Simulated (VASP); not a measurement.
# MgB2 (P6/mmm) in VASP: a series of runs, part 2 of 2

VASP 6.6.1. The steps go on from the part before.

## (3) Relaxation of shape and atoms at fixed volume, PBE (10.00 Å³/atom)

This run uses another cell than the first one, of 10.00 Å³/atom.

Input file INCAR:

```
PREC = Accurate ; ENCUT = 600
EDIFF = 1E-7 ; ISMEAR = 0
SIGMA = 0.05 ; LREAL = F
LASPH = T ; NELM = 100
ALGO = Normal ; ISIF = 4
LWAVE = F ; LCHARG = F
GGA = PE ; IBRION = 2
NSW = 60 ; EDIFFG = -0.01
```

Input file KPOINTS:

```
regular mesh
0
Gamma
  14 14 12
```

Input file POSCAR:

```
MgB2
1.0
    3.1127783836      0.0000000000      0.0000000000
   -1.5563891918      2.6957451565      0.0000000000
    0.0000000000      0.0000000000      3.5763233271
Mg B
1 2
Direct
    0.0000000000      0.0000000000      0.0000000000
    0.3333333333      0.6666666667      0.5000000000
    0.6666666667      0.3333333333      0.5000000000
```

Potentials or basis: VASP PAW PBE potentials, release 64 (Mg, B).

Launch:

```
cat potpaw_PBE.64/Mg/POTCAR potpaw_PBE.64/B/POTCAR > POTCAR
mpirun -np 1 vasp_std > vasp.out
```

OUTCAR:

```text
PREC = Accurate
   ENCUT = 600
   EDIFF = 1E-7
   ISMEAR = 0
   LREAL = F
   LASPH = T
   NELM = 100
   ISIF = 4
   GGA = PE
   IBRION = 2
   NSW = 60
   EDIFFG = -0.01

 ion  position               nearest neighbor table
   1  0.000  0.000  0.000-   2 2.54   3 2.54   2 2.54   3 2.54   2 2.54   2 2.54   3 2.54   3 2.54
                             3 2.54   3 2.54   2 2.54   2 2.54
   2  0.333  0.667  0.500-   3 1.80   3 1.80   3 1.80   1 2.54   1 2.54   1 2.54   1 2.54   1 2.54
                             1 2.54
   3  0.667  0.333  0.500-   2 1.80   2 1.80   2 1.80   1 2.54   1 2.54   1 2.54   1 2.54   1 2.54
                             1 2.54

  LATTYP: Found a hexagonal cell.
 ALAT       =     3.1127783836
 C/A-ratio  =     1.1489167831

  Lattice vectors:

 A1 = (   3.1127783836,   0.0000000000,   0.0000000000)
 A2 = (  -1.5563891918,   2.6957451565,   0.0000000000)
 A3 = (   0.0000000000,   0.0000000000,   3.5763233271)

Analysis of symmetry for initial positions (statically):
=====================================================================
 Subroutine PRICEL returns:
 Original cell was already a primitive cell.

 Routine SETGRP: Setting up the symmetry group for a
 hexagonal supercell.

 Subroutine GETGRP returns: Found 24 space group operations
 (whereof 24 operations were pure point group operations)
 out of a pool of 24 trial point group operations.

The static configuration has the point symmetry D_6h.

Analysis of symmetry for dynamics (positions and initial velocities):
=====================================================================
 Subroutine PRICEL returns:
 Original cell was already a primitive cell.

 Routine SETGRP: Setting up the symmetry group for a
 hexagonal supercell.

 Subroutine GETGRP returns: Found 24 space group operations
 (whereof 24 operations were pure point group operations)
[... 181 lines left out ...]
    total drift:                                0.000000      0.000000     -0.000000

  FREE ENERGIE OF THE ION-ELECTRON SYSTEM (eV)
  ---------------------------------------------------
  free  energy   TOTEN  =       -15.3052979898 eV

  energy  without entropy=      -15.3044722419  energy(sigma->0) =      -15.30488512

--------------------------------------- Ionic step        2  -------------------------------------------

 number of electron       8.0000000 magnetization

 Free energy of the ion-electron system (eV)
  ---------------------------------------------------
  ext. energy  EPLUGINS =         0.00000000
  ---------------------------------------------------
  free energy    TOTEN  =       -15.30549006 eV

  energy without entropy =      -15.30459762  energy(sigma->0) =      -15.30504384

 E-fermi :   5.0451     XC(G=0): -10.7795

 val. band max:        5.0409085696   @ k =   0.1429  -0.0000   0.5000
 cond. band min:       5.0557773846   @ k =   0.0714   0.0000   0.1667
 fundamental gap:      0.0148688150
 Fermi energy:         5.0450845692

 k-point     1 :       0.0000    0.0000    0.0000
  band No.  band energies     occupation
      1      -7.1850      2.00000
      2       2.0822      2.00000
      3       5.4193      0.00000
      4       5.4193      0.00000
      5       6.4612      0.00000
      6      11.2858      0.00000
      7      11.2858      0.00000
      8      12.8950      0.00000
[... 243 lines left out ...]
 k-point    24 :       0.3571    0.2857    0.0000
  band No.  band energies     occupation
      1      -2.4545      2.00000
      2      -1.9598      2.00000
      3      -0.4233      2.00000
      4       6.3565      0.00000
      5       7.1677      0.00000
      6      10.7525      0.00000
      7      11.1244      0.00000
      8      13.5785      0.00000

 [... further k-points ...]

------------------------ aborting loop because EDIFF is reached ----------------------------------------

  FORCE on cell =-STRESS in cart. coord.  units (eV):
  Direction    XX          YY          ZZ          XY          YZ          ZX
  --------------------------------------------------------------------------------------
  -------------------------------------------------------------------------------------
  Total       -1.0536329     -1.0536329     -1.0178716      0.0000000     -0.0000000      0.0000000
  in kB      -56.2517592    -56.2517592    -54.3425192      0.0000000     -0.0000000      0.0000000
  external PRESSURE =     -55.6153459 kB  Pullay stress =       0.0000000 kB

 VOLUME and BASIS-vectors are now :
 -----------------------------------------------------------------------------
  energy-cutoff  :      600.00
  volume of cell :       30.01
      direct lattice vectors                 reciprocal lattice vectors
     3.109906698 -0.000000000  0.000000000     0.321553055  0.185648743 -0.000000000
    -1.554953349  2.693258204 -0.000000000     0.000000000  0.371297486  0.000000000
     0.000000000 -0.000000000  3.582931126    -0.000000000  0.000000000  0.279101095

 POSITION                                       TOTAL-FORCE (eV/Angst)
 -----------------------------------------------------------------------------------
      3.10991     -0.00000      0.00000        -0.000000      0.000000      0.000000
     -0.00000      1.79551      1.79147         0.000000     -0.000000      0.000000
      1.55495      0.89775      1.79147        -0.000000      0.000000     -0.000000
 -----------------------------------------------------------------------------------
    total drift:                               -0.000000      0.000000     -0.000000

  FREE ENERGIE OF THE ION-ELECTRON SYSTEM (eV)
  ---------------------------------------------------
  free  energy   TOTEN  =       -15.3054900564 eV

  energy  without entropy=      -15.3045976178  energy(sigma->0) =      -15.30504384

 reached required accuracy - stopping structural energy minimisation
```

CONTCAR:

```text
MgB2
   1.00000000000000
     3.1099066977660081   -0.0000000000000000    0.0000000000000000
    -1.5549533488830041    2.6932582036178720   -0.0000000000000000
     0.0000000000000000   -0.0000000000000000    3.5829311258041940
  Mg              B
     1     2
Direct
     1.0000000000000000    0.0000000000000000    0.0000000000000000
     0.3333333332999970    0.6666666667000030    0.5000000000000000
     0.6666666667000030    0.3333333332999970    0.5000000000000000

  0.00000000E+00  0.00000000E+00  0.00000000E+00
  0.00000000E+00  0.00000000E+00  0.00000000E+00
  0.00000000E+00  0.00000000E+00  0.00000000E+00
```

It took 28 s on 1 thread of Intel Xeon 6975P-C (Granite Rapids), shared host; peak memory 0.2 GiB.

Results:

| Property | Result |
| --- | --- |
| Free energy | -15.3055 eV |
| Energy gained by relaxing | 0.1 meV/atom |
| Ionic steps | 2 |
| Pressure after relaxing | -5.6 GPa |
| Band gap on the k mesh | zero (bands 4 and 5 overlap by 2.89 eV) |

Stress tensor (GPa, compression positive):
```
-5.63  0.00  0.00
 0.00 -5.63  0.00
 0.00  0.00 -5.43
```

Step by step:
| step | energy change (eV) | largest force (eV/Å) | pressure (GPa) | volume (Å³) |
| --- | --- | --- | --- | --- |
| 1 | 0.0000 | 0.0000 | -5.67 | 30.01 |
| 2 | -0.0002 | 0.0000 | -5.56 | 30.01 |

Final structure:
```cif
data_structure
_symmetry_space_group_name_H-M 'P 1'
_symmetry_Int_Tables_number 1
_cell_length_a 3.1099
_cell_length_b 3.1099
_cell_length_c 3.5829
_cell_angle_alpha 90.000
_cell_angle_beta 90.000
_cell_angle_gamma 120.000
_cell_volume 30.01
loop_
_atom_site_label
_atom_site_type_symbol
_atom_site_fract_x
_atom_site_fract_y
_atom_site_fract_z
_atom_site_occupancy
Mg1 Mg 0.00000 0.00000 0.00000 1
B1 B 0.33333 0.66667 0.50000 1
B2 B 0.66667 0.33333 0.50000 1
```
